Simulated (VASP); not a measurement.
# HfZr3S8 (C2/m) in VASP: single point with r2SCAN

Aim: the single point of HfZr3S8 with r2SCAN.

All numbers are computed with VASP 6.6.1; they aren't measurements. Logs are shortened: lines on timing, memory, paths and dates and some standing lists are left out, and cuts for length are marked.

## (1) The cell of the first run

The structure is monoclinic, space group C2/m (No. 12). Conventional cell: a = 13.539 Å, b = 7.355 Å, c = 6.367 Å, α = 90.00°, β = 90.01°, γ = 90.00°. Within 3.4 Å of Zr (site symmetry 2) lie 6 S at 2.57 to 2.58 Å. Zr (site symmetry 2/m) has 6 S at 2.57 to 2.58 Å within 3.4 Å. Within 3.4 Å of Hf (site symmetry 2/m) lie 6 S at 2.56 Å. Within 3.4 Å of S (site symmetry m) lie 3 Zr at 2.57 Å. Within 3.4 Å of S (site symmetry 1) lie 1 Hf at 2.56 Å and 2 Zr at 2.58 Å. S (site symmetry m) has 1 Hf at 2.56 Å and 2 Zr at 2.57 Å within 3.4 Å.

## (2) Single point, r2SCAN

POSCAR reads:

```
HfZr3S8
1.0
    6.7693397356     -3.6775713881      0.0004030644
    6.7693397356      3.6775713881      0.0004030644
    0.0002867230      0.0000000000      6.3674152285
Zr Hf S
3 1 8
Direct
    0.7503725577      0.2496274423      0.0000000000
    0.2496274423      0.7503725577      0.0000000000
    0.5000000000      0.5000000000      0.5000000000
    0.0000000000      0.0000000000      0.5000000000
    0.3929129323      0.3929129323      0.1663103035
    0.6448958081      0.1413299013      0.6655240798
    0.8930885297      0.8930885297      0.1693087428
    0.1413299013      0.6448958081      0.6655240798
    0.1069114703      0.1069114703      0.8306912572
    0.3551041919      0.8586700987      0.3344759202
    0.6070870677      0.6070870677      0.8336896965
    0.8586700987      0.3551041919      0.3344759202
```

INCAR.step1 reads:

```
  ALGO = Normal
  EDIFF = 1E-4
  ENCUT = 520
  GGA = PE
  ISMEAR = 0
  LASPH = True
  LCHARG = False
  LREAL = False
  LWAVE = True
  NBANDS = 59
  NELM = 60
  PREC = Accurate
  SIGMA = 0.02
```

INCAR.step2 reads:

```
  ALGO = Normal
  EDIFF = 1E-6
  ENCUT = 520
  ISIF = 2
  ISMEAR = 0
  ISTART = 1
  LASPH = True
  LCHARG = False
  LMIXTAU = True
  LREAL = False
  LWAVE = False
  METAGGA = R2SCAN
  NBANDS = 59
  NELM = 60
  PREC = Accurate
  SIGMA = 0.02
```

KPOINTS reads:

```
k-points
0
Gamma
  4 4 4
```

Potentials or basis: VASP PAW PBE potentials, release 64 (Zr_sv, Hf_pv, S).

On the command line:

```console
$ cat potpaw_PBE.64/Zr_sv/POTCAR potpaw_PBE.64/Hf_pv/POTCAR potpaw_PBE.64/S/POTCAR > POTCAR
$ cp INCAR.step1 INCAR
$ mpirun -np 1 vasp_std > vasp.out
$ cp INCAR.step2 INCAR
$ mpirun -np 1 vasp_std > vasp.out
```

OUTCAR:

```text
EDIFF = 1E-6
   ENCUT = 520
   ISIF = 2
   ISMEAR = 0
   ISTART = 1
   LASPH = True
   LREAL = False
   METAGGA = R2SCAN
   NELM = 60
   PREC = Accurate

 ion  position               nearest neighbor table
   1  0.750  0.250  0.000-   5 2.57  11 2.57   9 2.57   7 2.57   6 2.58  12 2.58   2 3.67   4 3.68
                             4 3.68   3 3.68   3 3.68   2 3.68
   2  0.250  0.750  0.000-   5 2.57  11 2.57   9 2.57   7 2.57  10 2.58   8 2.58   1 3.67   4 3.68
                             4 3.68   3 3.68   3 3.68   1 3.68
   3  0.500  0.500  0.500-   5 2.57  11 2.57   8 2.58  10 2.58   6 2.58  12 2.58   4 3.68   4 3.68
                             1 3.68   2 3.68   1 3.68   2 3.68
   4  0.000  0.000  0.500-   7 2.56   9 2.56   8 2.56   6 2.56  10 2.56  12 2.56   1 3.68   2 3.68
                             1 3.68   2 3.68   3 3.68   3 3.68
   5  0.393  0.393  0.166-   1 2.57   2 2.57   3 2.57
   6  0.645  0.141  0.666-   4 2.56   1 2.58   3 2.58
   7  0.893  0.893  0.169-   4 2.56   2 2.57   1 2.57
   8  0.141  0.645  0.666-   4 2.56   2 2.58   3 2.58
   9  0.107  0.107  0.831-   4 2.56   2 2.57   1 2.57
  10  0.355  0.859  0.334-   4 2.56   2 2.58   3 2.58
  11  0.607  0.607  0.834-   1 2.57   2 2.57   3 2.57
  12  0.859  0.355  0.334-   4 2.56   1 2.58   3 2.58

  LATTYP: Found a base centered monoclinic cell.
 ALAT       =    13.5386794952
 B/A-ratio  =     0.5432688453
 C/A-ratio  =     0.4703128719
 COS(beta)  =    -0.0001045724

  Lattice vectors:

 A1 = (  -6.7693397356,   3.6775713881,  -0.0004030644)
 A2 = (  -6.7693397356,  -3.6775713881,  -0.0004030644)
 A3 = (   0.0002867230,   0.0000000000,   6.3674152285)

Analysis of symmetry for initial positions (statically):
=====================================================================
 Subroutine PRICEL returns:
 Original cell was already a primitive cell.

 Routine SETGRP: Setting up the symmetry group for a
 base centered monoclinic supercell.

 Subroutine GETGRP returns: Found  4 space group operations
 (whereof  4 operations were pure point group operations)
 out of a pool of  4 trial point group operations.

The static configuration has the point symmetry C_2h.

Analysis of symmetry for dynamics (positions and initial velocities):
=====================================================================
 Subroutine PRICEL returns:
 Original cell was already a primitive cell.

 Routine SETGRP: Setting up the symmetry group for a
 base centered monoclinic supercell.

 Subroutine GETGRP returns: Found  4 space group operations
 (whereof  4 operations were pure point group operations)
 out of a pool of  4 trial point group operations.

The dynamic configuration has the point symmetry C_2h.

 Subroutine INISYM returns: Found  4 space group operations
 (whereof  4 operations are pure point group operations),
 and found     1 'primitive' translations

----------------------------------------------------------------------------------------

                                     Primitive cell

  volume of cell :     317.0302

  direct lattice vectors                    reciprocal lattice vectors
     6.769339736 -3.677571388  0.000403064     0.073862448 -0.135959291 -0.000003326
     6.769339736  3.677571388  0.000403064     0.073862448  0.135959291 -0.000003326
     0.000286723  0.000000000  6.367415228    -0.000009351  0.000000000  0.157049598

  length of vectors
     7.703797241  7.703797241  6.367415235     0.154727470  0.154727470  0.157049598

  position of ions in fractional coordinates (direct lattice)
     0.750372558  0.249627442  0.000000000
     0.249627442  0.750372558  0.000000000
     0.500000000  0.500000000  0.500000000
     0.000000000  0.000000000  0.500000000
     0.392912932  0.392912932  0.166310303
     0.644895808  0.141329901  0.665524080
     0.893088530  0.893088530  0.169308743
     0.141329901  0.644895808  0.665524080
     0.106911470  0.106911470  0.830691257
     0.355104192  0.858670099  0.334475920
     0.607087068  0.607087068  0.833689697
     0.858670099  0.355104192  0.334475920

  ion indices of the primitive-cell ions
   primitive index   ion index
                 1           1
                 2           2
                 3           3
                 4           4
                 5           5
                 6           6
                 7           7
                 8           8
                 9           9
                10          10
                11          11
                12          12

----------------------------------------------------------------------------------------

 KPOINTS: k-points

Automatic generation of k-mesh.
 Grid dimensions read from file:
 generate k-points for:    4    4    4

 Generating k-lattice:

  Cartesian coordinates                     Fractional coordinates (reciprocal lattice)
     0.018465612 -0.033989823 -0.000000832     0.250000000  0.000000000  0.000000000
     0.018465612  0.033989823 -0.000000832     0.000000000  0.250000000  0.000000000
    -0.000002338  0.000000000  0.039262400     0.000000000  0.000000000  0.250000000

  Length of vectors
     0.038681868  0.038681868  0.039262400

  Shift w.r.t. Gamma in fractional coordinates (k-lattice)
     0.000000000  0.000000000  0.000000000

 Subroutine IBZKPT returns following result:
 ===========================================

 Found     24 irreducible k-points:

 Following reciprocal coordinates:
            Coordinates               Weight
  0.000000  0.000000  0.000000      1.000000
  0.250000  0.000000  0.000000      4.000000
  0.500000  0.000000  0.000000      2.000000
  0.250000  0.250000  0.000000      2.000000
  0.500000  0.250000  0.000000      4.000000
 -0.250000  0.250000  0.000000      2.000000
[... 16 lines left out ...]
 -0.250000  0.250000  0.500000      2.000000
  0.500000  0.500000  0.500000      1.000000
   k-points           NKPTS =     24   k-points in BZ     NKDIM =     24   number of bands    NBANDS=     59
   number of dos      NEDOS =    301   number of ions     NIONS =     12
   total plane-waves  NPLWV = 172800
   dimension x,y,z NGX =    60 NGY =   60 NGZ =   48
   dimension x,y,z NGXF=   120 NGYF=  120 NGZF=   96
   ions per type =               3   1   8
   NGX,Y,Z   is equivalent  to a cutoff of  12.95, 12.95, 12.53 a.u.
   NGXF,Y,Z  is equivalent  to a cutoff of  25.90, 25.90, 25.06 a.u.
 SYSTEM =  unknown system
   PREC   = accura    normal or accurate (medium, high low for compatibility)
   ISTART =      1    job   : 0-new  1-cont  2-samecut
   ICHARG =      0    charge: 1-file 2-atom 10-const
   ISPIN  =      1    spin polarized calculation?
   LNONCOLLINEAR =      F non collinear calculations
   LSORBIT =      F    spin-orbit coupling
   LASPH  =      T    aspherical Exc in radial PAW
   ENCUT  =  520.0 eV  38.22 Ry    6.18 a.u.  14.32 14.32 11.84*2*pi/ulx,y,z
   NELM   =     60;   NELMIN=  2; NELMDL=  0     # of ELM steps
   EDIFF  = 0.1E-05   stopping-criterion for ELM
   LREAL  =      F    real-space projection
[... 7 lines left out ...]
   TEBEG  =    0.0;   TEEND  =   0.0 temperature during run
   PSTRESS=    0.0 pullay stress
   NELECT =      94.0000    total number of electrons
   NUPDOWN=      -1.0000    fix difference up-down
   EMIN   =  10.00;   EMAX   =-10.00  energy-range for DOS
   EFERMI =   0.00;   METHOD = LEGACY
   ISMEAR =     0;   SIGMA  =   0.02  broadening in eV -4-tet -1-fermi 0-gaus
   EFERMI_NEDOS =   21; number of points for ismear=-14 and -15
   IALGO  =     38    algorithm
   IMIX   =      4    mixing-type and parameters
     AMIX     =   0.40;   BMIX     =  1.00
     AMIX_MAG =   1.60;   BMIX_MAG =  1.00
  volume/ion in A,a.u.               =      26.42       178.29
  Fermi-wavevector in a.u.,A,eV,Ry     =   1.091651  2.062922 16.214096  1.191702
  Thomas-Fermi vector in A             =   2.227901
   LORBIT       =      0    0 simple, 1 ext, 2 COOP (PROOUT), +10 PAW based schemes
   METAGGA = R2SCAN    functional components
   LHFCALC =     F    Hartree Fock is set to
   AEXX    =    0.0000 exact exchange contribution
   IVDW    =     0    specifies the selected vdW correction
   LEPSILON=     F    determine dielectric tensor
   LRPA    =     F    only Hartree local field effects (RPA)
 non-spin polarized calculation
 Gauss-broadening in eV      SIGMA  =   0.02
  energy-cutoff  :      520.00
  volume of cell :      317.03
 maximum number of plane-waves:      8556
 NGX is ok and might be reduce to    60
   NGX = 29   NGY = 29   NGZ = 23

 number of electron      94.0000002 magnetization

 Free energy of the ion-electron system (eV)
  ---------------------------------------------------
  ext. energy  EPLUGINS =         0.00000000
  ---------------------------------------------------
  free energy    TOTEN  =      -199.03283066 eV

  energy without entropy =     -199.03283066  energy(sigma->0) =     -199.03283066

 E-fermi :   2.6334     XC(G=0):  -9.1233

 val. band max:        2.3844837092   @ k =   0.0000   0.0000   0.0000
 cond. band min:       3.8515620043   @ k =   0.0000   0.0000   0.5000
 fundamental gap:      1.4670782951
 Fermi energy:         2.6334410433

 k-point     1 :       0.0000    0.0000    0.0000
  band No.  band energies     occupation
      1     -48.1826      2.00000
      2     -48.1685      2.00000
      3     -48.1641      2.00000
      4     -29.3121      2.00000
      5     -29.3111      2.00000
      6     -29.3091      2.00000
[... 51 lines left out ...]
     58       6.5275      0.00000
     59       6.6617      0.00000

 k-point     2 :       0.2500    0.0000    0.0000
  band No.  band energies     occupation
      1     -48.1819      2.00000
      2     -48.1687      2.00000
      3     -48.1646      2.00000
      4     -29.3121      2.00000
      5     -29.3106      2.00000
      6     -29.3091      2.00000
[... 51 lines left out ...]
     58       6.4610      0.00000
     59       6.5775      0.00000

 k-point     3 :       0.5000    0.0000    0.0000
  band No.  band energies     occupation
      1     -48.1811      2.00000
      2     -48.1690      2.00000
      3     -48.1651      2.00000
      4     -29.3121      2.00000
      5     -29.3102      2.00000
      6     -29.3091      2.00000
[... 1238 lines left out ...]
      5     -29.3106      2.00000
      6     -29.3090      2.00000
[... 51 lines left out ...]
     58       6.6455      0.00000
     59       6.6810      0.00000

 k-point    24 :       0.5000    0.5000    0.5000
  band No.  band energies     occupation
      1     -48.1774      2.00000
      2     -48.1737      2.00000
      3     -48.1641      2.00000
      4     -29.3116      2.00000
      5     -29.3115      2.00000
      6     -29.3090      2.00000
[... 51 lines left out ...]
     58       6.6345      0.00000
     59       6.7067      0.00000

------------------------ aborting loop because EDIFF is reached ----------------------------------------

  FORCE on cell =-STRESS in cart. coord.  units (eV):
  Direction    XX          YY          ZZ          XY          YZ          ZX
  --------------------------------------------------------------------------------------
  -------------------------------------------------------------------------------------
  Total       -2.5139628     -0.9702083     -0.9474617      0.0000000      0.0000000     -0.0016047
  in kB      -12.7048294     -4.9031478     -4.7881933      0.0000000      0.0000000     -0.0081098
  external PRESSURE =      -7.4653902 kB  Pullay stress =       0.0000000 kB

 VOLUME and BASIS-vectors are now :
 -----------------------------------------------------------------------------
  energy-cutoff  :      520.00
  volume of cell :      317.03
      direct lattice vectors                 reciprocal lattice vectors
     6.769339736 -3.677571388  0.000403064     0.073862448 -0.135959291 -0.000003326
     6.769339736  3.677571388  0.000403064     0.073862448  0.135959291 -0.000003326
     0.000286723  0.000000000  6.367415228    -0.000009351  0.000000000  0.157049598

 POSITION                                       TOTAL-FORCE (eV/Angst)
 -----------------------------------------------------------------------------------
      6.76934     -1.84153      0.00040         0.000000     -0.005243     -0.000000
      6.76934      1.84153      0.00040         0.000000      0.005243      0.000000
      6.76948      0.00000      3.18411         0.000000      0.000000      0.000000
      0.00014      0.00000      3.18371         0.000000     -0.000000      0.000000
      5.31957      0.00000      1.05928         0.078729      0.000000     -0.000109
      5.32242     -1.85190      4.23799         0.135559     -0.069430     -0.039889
     12.09129      0.00000      1.07878         0.137453      0.000000      0.080448
      5.32242      1.85190      4.23799         0.135559      0.069430     -0.039889
      1.44768      0.00000      5.28944        -0.137453      0.000000     -0.080448
      8.21655      1.85190      2.13024        -0.135559      0.069430      0.039889
      8.21940      0.00000      5.30894        -0.078729      0.000000      0.000109
      8.21655     -1.85190      2.13024        -0.135559     -0.069430      0.039889
 -----------------------------------------------------------------------------------
    total drift:                                0.000000      0.000000     -0.000000

  FREE ENERGIE OF THE ION-ELECTRON SYSTEM (eV)
  ---------------------------------------------------
  free  energy   TOTEN  =      -199.0328306590 eV

  energy  without entropy=     -199.0328306590  energy(sigma->0) =     -199.03283066
```

Run time: 16 min. Hardware: 1 thread of Intel Xeon 6975P-C (Granite Rapids), shared host; peak memory 0.68 GiB.

Results:

- Free energy: -199.0328 eV
- Pressure: -0.7 GPa
- Largest force: 0.159 eV/Å
- Band gap on the k mesh: 1.47 eV (least direct gap 1.50 eV)

Forces on the atoms (eV/Å):
```
Zr   0.000 -0.005  0.000
Zr   0.000  0.005  0.000
Zr   0.000  0.000  0.000
Hf   0.000  0.000  0.000
S    0.079  0.000  0.000
S    0.136 -0.069 -0.040
S    0.137  0.000  0.080
S    0.136  0.069 -0.040
S   -0.137  0.000 -0.080
S   -0.136  0.069  0.040
S   -0.079  0.000  0.000
S   -0.136 -0.069  0.040
```

Stress tensor (GPa, compression positive):
```
-1.27  0.00  0.00
 0.00 -0.49  0.00
 0.00  0.00 -0.48
```

Caveat: the PAW data sets were made with another functional, which shifts forces and pressure a little; spin-orbit coupling is left out, which moves the levels of the heavy elements. A k mesh can miss the band edges.
